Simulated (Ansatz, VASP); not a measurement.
Sn: VASP beside Ansatz

```
Sn
1.0
     0.00000    3.27083    3.27083
     3.27083    0.00000    3.27083
     3.27083    3.27083    0.00000
Sn
2
Direct
  0.00000 0.00000 0.00000
  0.25000 0.25000 0.25000
```

Alike in both runs: functional PBEsol; k mesh 9 × 9 × 9; occupations fermi-dirac, width 0.05 eV; no spin polarisation.

Ansatz relaxed the structure, and its values are those at the end. VASP's run is a single point on that final structure, the one shown.

|  | VASP | Ansatz |
| --- | --- | --- |
| version | VASP 6.6.1 | Ansatz 0.2.0 |
| potentials or method | VASP PAW PBE potentials, release 64 (Sn_d) | PAW with Ansatz's default frozen-core files, scalar-relativistic |
| plane-wave cutoff (eV) | 520 | 420 |
| valence electrons in the cell | 28 | 28 |

|  | VASP | Ansatz | Ansatz less VASP |
| --- | --- | --- | --- |
| pressure (GPa) | -0.1 | 0.0 | +0.07 |

VASP's potentials were made for PBE, not for PBEsol. The functional is the same, so the differences come from potentials, cutoffs and numerics. Ansatz's warnings: force scf threshold loose, stress scf threshold loose.
